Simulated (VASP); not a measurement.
# GaAs in VASP: notebook, part 2 of 2

VASP 6.6.1. Earlier steps stand in the parts before.

### Step 4. Electric field gradients, r2SCAN (functional r2scan, volume scaled by 0.96)

The input, POSCAR:

```
GaAs
1.0
    0.0000000000      2.7886446409      2.7886446409
    2.7886446409      0.0000000000      2.7886446409
    2.7886446409      2.7886446409      0.0000000000
Ga As
1 1
Direct
    0.0000000000      0.0000000000      0.0000000000
    0.7500000000      0.7500000000      0.7500000000
```

The input, INCAR.step1:

```
SYSTEM = GaAs
PREC = Accurate
ENCUT = 440
ISMEAR = -1
SIGMA = 0.05
LREAL = .FALSE.
LASPH = .TRUE.
NELM = 120
NBANDS = 16
GGA = PE
ALGO = Normal
EDIFF = 1E-5
LWAVE = .TRUE.
LCHARG = .FALSE.
GGA_COMPAT = .FALSE.
```

The input, INCAR.step2:

```
SYSTEM = GaAs
PREC = Accurate
ENCUT = 440
EDIFF = 1E-8
ISMEAR = -1
SIGMA = 0.05
LREAL = .FALSE.
LASPH = .TRUE.
NELM = 120
ALGO = Normal
ISIF = 2
LWAVE = .FALSE.
LCHARG = .FALSE.
METAGGA = R2SCAN
LMIXTAU = .TRUE.
LEFG = .TRUE.
NBANDS = 16
ISTART = 1
GGA_COMPAT = .FALSE.
```

The input, KPOINTS:

```
Automatic mesh
0
G
  11 11 11
  0 0 0
```

Potentials or basis: VASP PAW PBE potentials, release 64 (Ga_d, As).

Command:

```console
> cat potpaw_PBE.64/Ga_d/POTCAR potpaw_PBE.64/As/POTCAR > POTCAR
> cp INCAR.step1 INCAR
> mpirun -np 1 vasp_std > vasp.out
> cp INCAR.step2 INCAR
> mpirun -np 1 vasp_std > vasp.out
```

OUTCAR:

```text
SYSTEM = GaAs
   PREC = Accurate
   ENCUT = 440
   EDIFF = 1E-8
   ISMEAR = -1
   LREAL = .FALSE.
   LASPH = .TRUE.
   NELM = 120
   ISIF = 2
   METAGGA = R2SCAN
   ISTART = 1

 ion  position               nearest neighbor table
   1  0.000  0.000  0.000-   2 2.42   2 2.42   2 2.42   2 2.42
   2  0.750  0.750  0.750-   1 2.42   1 2.42   1 2.42   1 2.42

  LATTYP: Found a face centered cubic cell.
 ALAT       =     5.5772892818

  Lattice vectors:

 A1 = (   0.0000000000,   2.7886446409,   2.7886446409)
 A2 = (   2.7886446409,   0.0000000000,   2.7886446409)
 A3 = (   2.7886446409,   2.7886446409,   0.0000000000)

Analysis of symmetry for initial positions (statically):
=====================================================================
 Subroutine PRICEL returns:
 Original cell was already a primitive cell.

 Routine SETGRP: Setting up the symmetry group for a
 face centered cubic supercell.

 Subroutine GETGRP returns: Found 24 space group operations
 (whereof 24 operations were pure point group operations)
 out of a pool of 48 trial point group operations.

The static configuration has the point symmetry T_d .

Analysis of symmetry for dynamics (positions and initial velocities):
=====================================================================
 Subroutine PRICEL returns:
 Original cell was already a primitive cell.

 Routine SETGRP: Setting up the symmetry group for a
 face centered cubic supercell.

 Subroutine GETGRP returns: Found 24 space group operations
 (whereof 24 operations were pure point group operations)
 out of a pool of 48 trial point group operations.

The dynamic configuration has the point symmetry T_d .

 Subroutine INISYM returns: Found 24 space group operations
 (whereof 24 operations are pure point group operations),
 and found     1 'primitive' translations

----------------------------------------------------------------------------------------

                                     Primitive cell

  volume of cell :      43.3720

  direct lattice vectors                    reciprocal lattice vectors
     0.000000000  2.788644641  2.788644641    -0.179298571  0.179298571  0.179298571
     2.788644641  0.000000000  2.788644641     0.179298571 -0.179298571  0.179298571
     2.788644641  2.788644641  0.000000000     0.179298571  0.179298571 -0.179298571

  length of vectors
     3.943739072  3.943739072  3.943739072     0.310554235  0.310554235  0.310554235

  position of ions in fractional coordinates (direct lattice)
     0.000000000  0.000000000  0.000000000
     0.750000000  0.750000000  0.750000000

  ion indices of the primitive-cell ions
   primitive index   ion index
                 1           1
                 2           2

----------------------------------------------------------------------------------------

 KPOINTS: Automatic mesh

Automatic generation of k-mesh.
 Grid dimensions read from file:
 generate k-points for:   11   11   11

 Generating k-lattice:

[... 64 lines left out ...]
   NSW    =      0    number of steps for IOM
   IBRION =     -1    ionic relax: 0-MD 1-quasi-New 2-CG
   NFREE  =      0    steps in history (QN), initial steepest desc. (CG)
   ISIF   =      2    stress and relaxation
   ISYM   =      2    0-nonsym 1-usesym 2-fastsym
   POTIM  = 0.5000    time-step for ionic-motion
   TEBEG  =    0.0;   TEEND  =   0.0 temperature during run
   PSTRESS=    0.0 pullay stress
   NELECT =      18.0000    total number of electrons
   NUPDOWN=      -1.0000    fix difference up-down
   EMIN   =  10.00;   EMAX   =-10.00  energy-range for DOS
   EFERMI =   0.00;   METHOD = LEGACY
   ISMEAR =    -1;   SIGMA  =   0.05  broadening in eV -4-tet -1-fermi 0-gaus
   EFERMI_NEDOS =   21; number of points for ismear=-14 and -15
   IALGO  =     38    algorithm
   IMIX   =      4    mixing-type and parameters
     AMIX     =   0.40;   BMIX     =  1.00
     AMIX_MAG =   1.60;   BMIX_MAG =  1.00
  volume/ion in A,a.u.               =      21.69       146.34
  Fermi-wavevector in a.u.,A,eV,Ry     =   1.221132  2.307604 20.288498  1.491163
  Thomas-Fermi vector in A             =   2.356325
   LORBIT       =      0    0 simple, 1 ext, 2 COOP (PROOUT), +10 PAW based schemes
   METAGGA = R2SCAN    functional components
   LHFCALC =     F    Hartree Fock is set to
   AEXX    =    0.0000 exact exchange contribution
   IVDW    =     0    specifies the selected vdW correction
   LEPSILON=     F    determine dielectric tensor
   LRPA    =     F    only Hartree local field effects (RPA)
 non-spin polarized calculation
  energy-cutoff  :      440.00
  volume of cell :       43.37
 maximum number of plane-waves:       926
   NGX = 13   NGY = 13   NGZ = 13

 number of electron      17.9999992 magnetization

 Free energy of the ion-electron system (eV)
  ---------------------------------------------------
  ext. energy  EPLUGINS =         0.00000000
  ---------------------------------------------------
  free energy    TOTEN  =       -27.02927431 eV

  energy without entropy =      -27.02927430  energy(sigma->0) =      -27.02927430

 E-fermi :   4.7690     XC(G=0): -10.4537

 val. band max:        4.0727976829   @ k =   0.0000   0.0000   0.0000
 cond. band min:       5.4026417323   @ k =   0.0000   0.0000   0.0000
 fundamental gap:      1.3298440493
 Fermi energy:         4.7690097721

 k-point     1 :       0.0000    0.0000    0.0000
  band No.  band energies     occupation
      1     -11.2377      2.00000
      2     -11.2377      2.00000
      3     -11.2377      2.00000
      4     -11.1367      2.00000
      5     -11.1367      2.00000
      6      -9.4496      2.00000
[... 433 lines left out ...]
      3     -11.2154      2.00000
      4     -11.1405      2.00000
      5     -11.1344      2.00000
      6      -8.3785      2.00000
[... 8 lines left out ...]
     15      15.1818      0.00000
     16      15.9691      0.00000

 [... further k-points ...]
[... 5 lines left out ...]
  --------------------------------------------------------------------------------------
  -------------------------------------------------------------------------------------
  Total        1.0558126      1.0558126      1.0558126      0.0000000     -0.0000000      0.0000000
  in kB       39.0020915     39.0020915     39.0020915      0.0000000     -0.0000000      0.0000000
  external PRESSURE =      39.0020915 kB  Pullay stress =       0.0000000 kB

 VOLUME and BASIS-vectors are now :
 -----------------------------------------------------------------------------
  energy-cutoff  :      440.00
  volume of cell :       43.37
      direct lattice vectors                 reciprocal lattice vectors
     0.000000000  2.788644641  2.788644641    -0.179298571  0.179298571  0.179298571
     2.788644641  0.000000000  2.788644641     0.179298571 -0.179298571  0.179298571
     2.788644641  2.788644641  0.000000000     0.179298571  0.179298571 -0.179298571

 POSITION                                       TOTAL-FORCE (eV/Angst)
 -----------------------------------------------------------------------------------
      0.00000      0.00000      0.00000        -0.000000     -0.000000     -0.000000
      4.18297      4.18297      4.18297         0.000000      0.000000      0.000000
 -----------------------------------------------------------------------------------
    total drift:                                0.000002      0.000002      0.000002

  FREE ENERGIE OF THE ION-ELECTRON SYSTEM (eV)
  ---------------------------------------------------
  free  energy   TOTEN  =       -27.0292743092 eV

  energy  without entropy=      -27.0292743001  energy(sigma->0) =      -27.02927430

 Electric field gradients (V/A^2)
---------------------------------------------------------------------
 ion       V_xx      V_yy      V_zz      V_xy      V_xz      V_yz
---------------------------------------------------------------------
   1      -0.000     0.000     0.000     0.004     0.004     0.004
   2      -0.000     0.000     0.000    -0.000    -0.000    -0.000
---------------------------------------------------------------------

 Electric field gradients after diagonalization (V/A^2)
 (convention: |V_zz| > |V_xx| > |V_yy|)
----------------------------------------------------------------------
 ion       V_xx      V_yy      V_zz     asymmetry (V_yy - V_xx)/ V_zz
----------------------------------------------------------------------
   1      -0.004    -0.004     0.008       0.000
   2       0.000     0.000    -0.000       0.000
----------------------------------------------------------------------

           NMR quadrupolar parameters

 Cq : quadrupolar parameter    Cq=e*Q*V_zz/h
 eta: asymmetry parameters     (V_yy - V_xx)/ V_zz
 Q  : nuclear electric quadrupole moment in mb (millibarn)
----------------------------------------------------------------------
 ion       Cq(MHz)       eta       Q (mb)
----------------------------------------------------------------------
   1       0.000       0.000       1.000
   2      -0.000       0.000       1.000
----------------------------------------------------------------------
```

Run time: 1.8 min. Hardware: 1 thread of Intel Xeon 6975P-C (Granite Rapids), shared host; peak memory 0.18 GiB.

What came out:

| Item | Value |
| --- | --- |
| Free energy | -27.0293 eV |
| Pressure | 3.9 GPa |
| Band gap on the k mesh | 1.33 eV, direct |

Levels at points of the mesh, in eV from the valence-band top:
```
           k point  band 6  band 7  band 8  band 9  band 10  band 11  band 12  band 13
(0.00, 0.00, 0.00)  -13.52    0.00    0.00    0.00     1.33     4.05     4.05     4.05
```

Caveat: without QUAD_EFG the Cq values of the log hold for a quadrupole moment of 1 mb, not for the nuclei; the PAW data sets were made with another functional, which shifts forces and pressure a little. A k mesh can miss the band edges.

### Step 5. Electric field gradients, PBE (equal xx and yy strain of +3 %)

The input, INCAR:

```
  PREC = Accurate
  ENCUT = 520
  EDIFF = 1E-8
  ISMEAR = -1
  SIGMA = 0.05
  LREAL = False
  LASPH = True
  NELM = 80
  ALGO = Normal
  ISIF = 2
  LWAVE = False
  LCHARG = False
  GGA = PE
  LEFG = True
  NBANDS = 16
```

The input, KPOINTS:

```
Automatic mesh
0
Gamma
  11 11 11
```

The input, POSCAR:

```
GaAs
1.0
    0.0000000000      2.9116555000      2.8268500000
    2.9116555000      0.0000000000      2.8268500000
    2.9116555000      2.9116555000      0.0000000000
Ga As
1 1
Direct
    0.0000000000      0.0000000000      0.0000000000
    0.7500000000      0.7500000000      0.7500000000
```

Potentials or basis: VASP PAW PBE potentials, release 64 (Ga_d, As).

Command:

```console
> cat potpaw_PBE.64/Ga_d/POTCAR potpaw_PBE.64/As/POTCAR > POTCAR
> mpirun -np 1 vasp_std > vasp.out
```

OUTCAR:

```text
PREC = Accurate
   ENCUT = 520
   EDIFF = 1E-8
   ISMEAR = -1
   LREAL = False
   LASPH = True
   NELM = 80
   ISIF = 2
   GGA = PE

 ion  position               nearest neighbor table
   1  0.000  0.000  0.000-   2 2.50   2 2.50   2 2.50   2 2.50
   2  0.750  0.750  0.750-   1 2.50   1 2.50   1 2.50   1 2.50

  LATTYP: Found a body centered tetragonal cell.
 ALAT       =     4.1177026971
 C/A-ratio  =     1.3730228761

  Lattice vectors:

 A1 = (   0.0000000000,  -2.9116555000,  -2.8268500000)
[... 669 lines left out ...]
  ---------------------------------------------------
  free  energy   TOTEN  =        -8.2707381215 eV

  energy  without entropy=       -8.2705080791  energy(sigma->0) =       -8.27062310

 Electric field gradients (V/A^2)
---------------------------------------------------------------------
 ion       V_xx      V_yy      V_zz      V_xy      V_xz      V_yz
---------------------------------------------------------------------
   1      -2.442    -2.442     4.883    -0.005     0.001     0.001
   2       3.007     3.007    -6.015     0.000     0.000     0.000
---------------------------------------------------------------------

 Electric field gradients after diagonalization (V/A^2)
 (convention: |V_zz| > |V_xx| > |V_yy|)
----------------------------------------------------------------------
 ion       V_xx      V_yy      V_zz     asymmetry (V_yy - V_xx)/ V_zz
----------------------------------------------------------------------
   1      -2.447    -2.436     4.883       0.002
   2       3.007     3.007    -6.015       0.000
----------------------------------------------------------------------

           NMR quadrupolar parameters

 Cq : quadrupolar parameter    Cq=e*Q*V_zz/h
 eta: asymmetry parameters     (V_yy - V_xx)/ V_zz
 Q  : nuclear electric quadrupole moment in mb (millibarn)
----------------------------------------------------------------------
 ion       Cq(MHz)       eta       Q (mb)
----------------------------------------------------------------------
   1       0.012       0.002       1.000
   2      -0.015       0.000       1.000
----------------------------------------------------------------------
```

OSZICAR:

```text
N       E                     dE             d eps       ncg     rms          rms(c)
DAV:   1     0.817940068992E+02    0.81794E+02   -0.89571E+03  4136   0.153E+03
DAV:   2    -0.186641364599E+01   -0.83660E+02   -0.79834E+02  4672   0.305E+02
DAV:   3    -0.831792945079E+01   -0.64515E+01   -0.64317E+01  4936   0.655E+01
DAV:   4    -0.841713379668E+01   -0.99204E-01   -0.99193E-01  5000   0.909E+00
DAV:   5    -0.841861673349E+01   -0.14829E-02   -0.14829E-02  5072   0.992E-01    0.273E+00
DAV:   6    -0.828548980251E+01    0.13313E+00   -0.21076E-01  6216   0.743E+00    0.163E+00
DAV:   7    -0.826934105018E+01    0.16149E-01   -0.56063E-02  4824   0.163E+00    0.554E-01
DAV:   8    -0.827021663902E+01   -0.87559E-03   -0.95203E-03  4928   0.108E+00    0.918E-02
DAV:   9    -0.827061764227E+01   -0.40100E-03   -0.91519E-04  5112   0.370E-01    0.528E-02
DAV:  10    -0.827068383077E+01   -0.66188E-04   -0.66395E-05  5504   0.740E-02    0.286E-02
DAV:  11    -0.827073736140E+01   -0.53531E-04   -0.77494E-05  4704   0.636E-02    0.374E-03
DAV:  12    -0.827073769932E+01   -0.33793E-06   -0.11980E-06  5040   0.140E-02    0.159E-03
DAV:  13    -0.827073812568E+01   -0.42636E-06   -0.55351E-07  5064   0.538E-03    0.603E-04
DAV:  14    -0.827073812153E+01    0.41541E-08   -0.10969E-08  4136   0.108E-03
   1 F= -.82707381E+01 E0= -.82706231E+01  d E =-.230042E-03
```

Wall time 96 s (1 thread of Intel Xeon Platinum 8488C (Sapphire Rapids), shared host); peak memory 0.24 GiB.

What came out:

| Property | Result |
| --- | --- |
| Free energy | -8.2707 eV |
| Pressure | -0.5 GPa |

Stress tensor (GPa, compression positive):
```
-1.00  0.00  0.00
 0.00 -1.00  0.00
 0.00  0.00  0.60
```

Levels at points of the mesh, in eV from the Fermi level:
```tsv
k point	band 5	band 6	band 7	band 8	band 9	band 10	band 11	band 12	band 13	band 14
(0.00, 0.00, 0.00)	-14.77	-12.44	-0.18	-0.18	-0.05	-0.03	3.54	3.62	3.62	7.28
```

Electric field gradients, principal values (V/Å²):
| atom | least | middle | greatest (by size) |
| --- | --- | --- | --- |
| 1 Ga | -2.436 | -2.447 | 4.883 |
| 2 As | 3.007 | 3.007 | -6.015 |

Caveat: the cell differs from its parent crystal (equal xx and yy strain of +3 %); without QUAD_EFG the Cq values of the log hold for a quadrupole moment of 1 mb, not for the nuclei.

### Step 6. Summary

| level | cell | cutoff (eV) | gap on the mesh (eV) | pressure (GPa) |
| --- | --- | --- | --- | --- |
| PBE | a = 3.957 Å, angles 60.0°, 2 atoms | 520 | 0.75 | 6.0 |
| PBE | a = 3.971 Å, angles 60.0°, 2 atoms | 520 | 0.67 | 5.1 |
| r2SCAN | a = 3.944 Å, angles 60.0°, 2 atoms | 440 | 1.33 | 3.9 |
| PBE | a = 4.058, b = 4.058, c = 4.118 Å, angles 59.5, 59.5, 61.0°, 2 atoms | 520 | - | -0.5 |

Alike in all rows: task electric field gradients; potentials or basis VASP PAW PBE potentials, release 64 (Ga_d, As); no spin polarisation; k mesh 11 × 11 × 11; smearing fermi-dirac 0.05 eV.

Caveats: the PAW data sets were made with another functional, which shifts forces and pressure a little (some runs).

Total energies depend on the potentials used, so only differences within one code and one set of settings carry meaning.
